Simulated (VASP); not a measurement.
A run of VASP 6.6.1:

Contents of INCAR:

```
SYSTEM = YSe
PREC = Accurate
ENCUT = 520
EDIFF = 1E-8
ISMEAR = -1
SIGMA = 0.03
LREAL = .False.
LASPH = .True.
NELM = 60
ALGO = Normal
ISIF = 2
LWAVE = .False.
LCHARG = .False.
GGA = CA
LEFG = .True.
NBANDS = 16
```

Contents of KPOINTS:

```
Automatic mesh
0
Gamma
  7 7 7
  0 0 0
```

The input POSCAR:

```
YSe
1.0
    0.0000000000      2.9128332860      2.9128332860
    2.9128332860      0.0000000000      2.9128332860
    2.9128332860      2.9128332860      0.0000000000
Y Se
1 1
Direct
    0.0000000000      0.0000000000      0.0000000000
    0.5000000000      0.5000000000      0.5000000000
```

Potentials or basis: VASP PAW LDA potentials, release 64 (Y_sv, Se).

The run is started by

```bash
$ cat potpaw_LDA.64/Y_sv/POTCAR potpaw_LDA.64/Se/POTCAR > POTCAR
$ mpirun -np 1 vasp_std > vasp.out
```

Hardware: 1 thread of Intel(R) Xeon(R) Platinum 8259CL CPU @ 2.50GHz (Skylake/Cascade Lake) (shared host).

Question: Estimate the wall time of this run.

Answer: Wall time 14 s on 1 thread of Intel(R) Xeon(R) Platinum 8259CL CPU @ 2.50GHz (Skylake/Cascade Lake), with other jobs on the host, peak memory 0.18 GiB. Counts: scf iterations 15, k points 20.
